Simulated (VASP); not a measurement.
# InAs (F-43m) in VASP: single point with PBE

Aim: the single point of InAs with PBE.

All numbers are computed with VASP 6.6.1; they aren't measurements. Logs are shortened: lines on timing, memory, paths and dates and some standing lists are left out, and cuts for length are marked.

**1. The cell of the first run**

It takes space group F-43m (No. 216, cubic). The conventional cell has a = 6.036 Å, b = 6.036 Å, c = 6.036 Å, α = 90.00°, β = 90.00°, γ = 90.00°. Within 3.4 Å of In (site symmetry -43m) lie 4 As at 2.61 Å. As (site symmetry -43m) has 4 In at 2.61 Å within 3.4 Å.

**2. Single point, PBE**

The input, INCAR:

```
ALGO     = Normal         # electronic algorithm
EDIFF    = 1E-6           # SCF threshold, eV
ENCUT    = 500            # plane-wave cutoff, eV
GGA      = PE             # functional
GGA_COMPAT= F            
ISIF     = 2              # what is computed and relaxed
ISMEAR   = -1             # smearing method
LASPH    = T              # aspherical terms in the spheres
LCHARG   = F              # write CHGCAR
LREAL    = F              # projectors in reciprocal space
LWAVE    = F              # write WAVECAR
NBANDS   = 16             # bands
NELM     = 120            # most SCF steps
PREC     = Accurate       # precision mode
SIGMA    = 0.05           # smearing width, eV
```

The input, KPOINTS:

```
k-points
0
Gamma
  4 4 4
```

The input, POSCAR:

```
InAs
1.0
    0.0000000000      3.0180000000      3.0180000000
    3.0180000000      0.0000000000      3.0180000000
    3.0180000000      3.0180000000      0.0000000000
In As
1 1
Direct
    0.0000000000      0.0000000000      0.0000000000
    0.2500000000      0.2500000000      0.2500000000
```

Potentials or basis: VASP PAW PBE potentials, release 64 (In_d, As).

The run is started by

```sh
$ cat potpaw_PBE.64/In_d/POTCAR potpaw_PBE.64/As/POTCAR > POTCAR
$ mpirun -np 1 vasp_std > vasp.out
```

OUTCAR:

```text
EDIFF = 1E-6
   ENCUT = 500
   GGA = PE
   ISIF = 2
   ISMEAR = -1
   LASPH = T
   LREAL = F
   NELM = 120
   PREC = Accurate

 ion  position               nearest neighbor table
   1  0.000  0.000  0.000-   2 2.61   2 2.61   2 2.61   2 2.61
   2  0.250  0.250  0.250-   1 2.61   1 2.61   1 2.61   1 2.61

  LATTYP: Found a face centered cubic cell.
 ALAT       =     6.0360000000

  Lattice vectors:

 A1 = (   0.0000000000,   3.0180000000,   3.0180000000)
 A2 = (   3.0180000000,   0.0000000000,   3.0180000000)
 A3 = (   3.0180000000,   3.0180000000,   0.0000000000)

Analysis of symmetry for initial positions (statically):
=====================================================================
 Subroutine PRICEL returns:
 Original cell was already a primitive cell.

 Routine SETGRP: Setting up the symmetry group for a
 face centered cubic supercell.

 Subroutine GETGRP returns: Found 24 space group operations
 (whereof 24 operations were pure point group operations)
 out of a pool of 48 trial point group operations.

The static configuration has the point symmetry T_d .

Analysis of symmetry for dynamics (positions and initial velocities):
=====================================================================
 Subroutine PRICEL returns:
 Original cell was already a primitive cell.

 Routine SETGRP: Setting up the symmetry group for a
 face centered cubic supercell.

 Subroutine GETGRP returns: Found 24 space group operations
 (whereof 24 operations were pure point group operations)
 out of a pool of 48 trial point group operations.

The dynamic configuration has the point symmetry T_d .

 Subroutine INISYM returns: Found 24 space group operations
 (whereof 24 operations are pure point group operations),
 and found     1 'primitive' translations

----------------------------------------------------------------------------------------

                                     Primitive cell

  volume of cell :      54.9778

  direct lattice vectors                    reciprocal lattice vectors
     0.000000000  3.018000000  3.018000000    -0.165672631  0.165672631  0.165672631
     3.018000000  0.000000000  3.018000000     0.165672631 -0.165672631  0.165672631
     3.018000000  3.018000000  0.000000000     0.165672631  0.165672631 -0.165672631

  length of vectors
     4.268096531  4.268096531  4.268096531     0.286953414  0.286953414  0.286953414
[... 60 lines left out ...]
   LSORBIT =      F    spin-orbit coupling
   LASPH  =      T    aspherical Exc in radial PAW
   ENCUT  =  500.0 eV  36.75 Ry    6.06 a.u.   7.78  7.78  7.78*2*pi/ulx,y,z
   NELM   =    120;   NELMIN=  2; NELMDL= -5     # of ELM steps
   EDIFF  = 0.1E-05   stopping-criterion for ELM
   LREAL  =      F    real-space projection
   EDIFFG = 0.1E-04   stopping-criterion for IOM
   NSW    =      0    number of steps for IOM
   IBRION =     -1    ionic relax: 0-MD 1-quasi-New 2-CG
   NFREE  =      0    steps in history (QN), initial steepest desc. (CG)
   ISIF   =      2    stress and relaxation
   ISYM   =      2    0-nonsym 1-usesym 2-fastsym
   POTIM  = 0.5000    time-step for ionic-motion
   TEBEG  =    0.0;   TEEND  =   0.0 temperature during run
   PSTRESS=    0.0 pullay stress
   NELECT =      18.0000    total number of electrons
   NUPDOWN=      -1.0000    fix difference up-down
   EMIN   =  10.00;   EMAX   =-10.00  energy-range for DOS
   EFERMI =   0.00;   METHOD = LEGACY
   ISMEAR =    -1;   SIGMA  =   0.05  broadening in eV -4-tet -1-fermi 0-gaus
   EFERMI_NEDOS =   21; number of points for ismear=-14 and -15
   IALGO  =     38    algorithm
   IMIX   =      4    mixing-type and parameters
     AMIX     =   0.40;   BMIX     =  1.00
     AMIX_MAG =   1.60;   BMIX_MAG =  1.00
  volume/ion in A,a.u.               =      27.49       185.50
  Fermi-wavevector in a.u.,A,eV,Ry     =   1.128331  2.132236 17.321990  1.273130
  Thomas-Fermi vector in A             =   2.265020
   LORBIT       =      0    0 simple, 1 ext, 2 COOP (PROOUT), +10 PAW based schemes
   GGA     = PE    functional components
   LHFCALC =     F    Hartree Fock is set to
   AEXX    =    0.0000 exact exchange contribution
   IVDW    =     0    specifies the selected vdW correction
   LEPSILON=     F    determine dielectric tensor
   LRPA    =     F    only Hartree local field effects (RPA)
 non-spin polarized calculation
  energy-cutoff  :      500.00
  volume of cell :       54.98
 maximum number of plane-waves:      1411
   NGX = 15   NGY = 15   NGZ = 15

 number of electron      17.9999991 magnetization

 Free energy of the ion-electron system (eV)
  ---------------------------------------------------
  ext. energy  EPLUGINS =         0.00000000
  ---------------------------------------------------
  free energy    TOTEN  =        -7.52803760 eV

  energy without entropy =       -7.52495615  energy(sigma->0) =       -7.52649688

 E-fermi :   4.6393     XC(G=0):  -9.0970

 val. band max:        4.6036356571   @ k =   0.0000   0.0000   0.0000
 cond. band min:       5.5552473356   @ k =   0.5000   0.0000   0.0000
 fundamental gap:      0.9516116785
 Fermi energy:         4.6393067364

 k-point     1 :       0.0000    0.0000    0.0000
  band No.  band energies     occupation
      1      -9.8366      2.00000
      2      -9.8366      2.00000
      3      -9.8366      2.00000
      4      -9.7103      2.00000
      5      -9.7103      2.00000
      6      -7.2930      2.00000
[... 129 lines left out ...]
      3      -9.7612      2.00000
      4      -9.7259      2.00000
      5      -9.7016      2.00000
      6      -5.1975      2.00000
[... 8 lines left out ...]
     15      16.2922      0.00000
     16      16.3778      0.00000

------------------------ aborting loop because EDIFF is reached ----------------------------------------

  FORCE on cell =-STRESS in cart. coord.  units (eV):
  Direction    XX          YY          ZZ          XY          YZ          ZX
  --------------------------------------------------------------------------------------
  -------------------------------------------------------------------------------------
  Total        1.6931749      1.6931749      1.6931749      0.0000000      0.0000000      0.0000000
  in kB       49.3429034     49.3429034     49.3429034      0.0000000      0.0000000      0.0000000
  external PRESSURE =      49.3429034 kB  Pullay stress =       0.0000000 kB

 VOLUME and BASIS-vectors are now :
 -----------------------------------------------------------------------------
  energy-cutoff  :      500.00
  volume of cell :       54.98
      direct lattice vectors                 reciprocal lattice vectors
     0.000000000  3.018000000  3.018000000    -0.165672631  0.165672631  0.165672631
     3.018000000  0.000000000  3.018000000     0.165672631 -0.165672631  0.165672631
     3.018000000  3.018000000  0.000000000     0.165672631  0.165672631 -0.165672631

 POSITION                                       TOTAL-FORCE (eV/Angst)
 -----------------------------------------------------------------------------------
      0.00000      0.00000      0.00000        -0.000000     -0.000000     -0.000000
      1.50900      1.50900      1.50900         0.000000      0.000000      0.000000
 -----------------------------------------------------------------------------------
    total drift:                               -0.000000     -0.000000     -0.000000

  FREE ENERGIE OF THE ION-ELECTRON SYSTEM (eV)
  ---------------------------------------------------
  free  energy   TOTEN  =        -7.5280376035 eV

  energy  without entropy=       -7.5249561497  energy(sigma->0) =       -7.52649688
```

OSZICAR:

```text
N       E                     dE             d eps       ncg     rms          rms(c)
DAV:   1     0.107022800837E+03    0.10702E+03   -0.81340E+03   264   0.119E+03
DAV:   2    -0.490710729846E+00   -0.10751E+03   -0.10292E+03   256   0.279E+02
DAV:   3    -0.764848946665E+01   -0.71578E+01   -0.71195E+01   344   0.731E+01
DAV:   4    -0.782186578820E+01   -0.17338E+00   -0.17334E+00   304   0.126E+01
DAV:   5    -0.783186152251E+01   -0.99957E-02   -0.99954E-02   384   0.257E+00    0.464E+00
DAV:   6    -0.755287538405E+01    0.27899E+00   -0.42795E-01   400   0.107E+01    0.259E+00
DAV:   7    -0.752543625038E+01    0.27439E-01   -0.12680E-01   384   0.303E+00    0.758E-01
DAV:   8    -0.752701655608E+01   -0.15803E-02   -0.13989E-02   296   0.129E+00    0.206E-01
DAV:   9    -0.752780541289E+01   -0.78886E-03   -0.11083E-03   296   0.250E-01    0.114E-01
DAV:  10    -0.752798266763E+01   -0.17725E-03   -0.20245E-04   296   0.208E-01    0.598E-02
DAV:  11    -0.752803586067E+01   -0.53193E-04   -0.12503E-04   272   0.115E-01    0.369E-02
DAV:  12    -0.752803738677E+01   -0.15261E-05   -0.52942E-06   320   0.236E-02    0.822E-03
DAV:  13    -0.752803760350E+01   -0.21672E-06   -0.14065E-06   304   0.729E-03
   1 F= -.75280376E+01 E0= -.75264969E+01  d E =-.308145E-02
```

Wall time 21 s (1 thread of AMD EPYC 7R13, shared host); peak memory 0.14 GiB.

Results:

- Free energy: -7.5280 eV
- Pressure: 4.9 GPa
- Band gap on the k mesh: zero (filled and empty bands touch)

Levels at points of the mesh, in eV from the Fermi level:
```
           k point  band 5  band 6  band 7  band 8  band 9  band 10  band 11  band 12  band 13  band 14
(0.00, 0.00, 0.00)  -14.35  -11.93   -0.21   -0.04   -0.04    -0.04     3.85     3.85     3.85     7.48
(0.50, 0.00, 0.00)  -14.34  -10.44   -5.85   -1.04   -1.04     0.92     4.62     4.62     6.81     9.03
(0.50, 0.50, 0.00)  -14.33   -9.89   -5.92   -2.39   -2.39     1.48     2.01     9.19     9.26     9.26
```

Caveat: the k points lie up to 0.45 Å⁻¹ apart; spin-orbit coupling is left out, which moves the levels of the heavy elements.
